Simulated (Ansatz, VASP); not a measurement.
## TaN in VASP and in Ansatz

```
Ta N
1.0
     0.00000    2.35062    2.35062
     2.35062    0.00000    2.35062
     2.35062    2.35062    0.00000
Ta N
1 1
Direct
  0.00000 0.00000 0.00000
  0.25000 0.25000 0.25000
```

Alike in both runs: task single point; functional r2SCAN; k mesh 12 × 12 × 12; occupations gaussian, width 0.05 eV; collinear spin.

```csv
,VASP,Ansatz
version,VASP 6.6.1,Ansatz 0.2.0
potentials or method,"VASP PAW PBE potentials, release 64 (Ta_pv, N), cutoff 660 eV","scalar-relativistic, plane waves, PAW"
valence electrons in the cell,16,18
```

|  | VASP | Ansatz | Ansatz less VASP |
| --- | --- | --- | --- |
| gap on the k mesh at the Fermi level (eV) | none | none | - |
| pressure (GPa) | 6.8 | 5.6 | -1.28 |
| net moment per atom (μB) | 0.00 | 0.00 | 0.000 |

VASP's potentials were made for PBE, not for r2SCAN. A gap of «none» marks a metal or a gap that the smearing closes. With one functional, cell and mesh, what is left measures potentials, basis and numerics. VASP's potentials hold 16 valence electrons a cell and Ansatz's 18, so a difference there can come from the potentials and not from the codes. Ansatz's warnings: seeded moment not kept, stability check not made.

Neither program's run includes spin-orbit coupling.
